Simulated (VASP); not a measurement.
A run of VASP 6.6.1 is set up as follows.

Contents of INCAR:

```
SYSTEM = AlN
PREC = Accurate ; ENCUT = 520
EDIFF = 1E-6 ; ISMEAR = 0
SIGMA = 0.05 ; LREAL = .FALSE.
LASPH = .TRUE. ; NELM = 60
ALGO = Normal ; ISIF = 2
LWAVE = .FALSE. ; LCHARG = .FALSE.
GGA = PS ; NBANDS = 16
```

KPOINTS

```
regular mesh
0
G
  12 12 6
  0 0 0
```

Contents of POSCAR:

```
AlN
1.0
    3.3121160000     -0.0165605800      0.0000000000
   -1.6703998800      2.8766562900      0.0000000000
    0.0000000000      0.0000000000      4.1875630000
Al N
2 2
Direct
    0.3333333333      0.6666666667      0.7500000000
    0.6666666667      0.3333333333      0.2500000000
    0.3333333333      0.6666666667      0.2500000000
    0.6666666667      0.3333333333      0.7500000000
```

Potentials or basis: VASP PAW PBE potentials, release 64 (Al, N).

Command:

```sh
$ cat potpaw_PBE.64/Al/POTCAR potpaw_PBE.64/N/POTCAR > POTCAR
$ mpirun -np 1 vasp_std > vasp.out
```

(1) What does it give for the largest force?

(2) Predict the pressure.

(3) What does it give for the band gap on the k mesh?

Answers

(1) 0.133 eV/Å.

(2) -3.5 GPa.

(3) 3.19 eV.

Caveat: the cell stands under tension; the PAW data sets were made with another functional, which shifts forces and pressure a little.
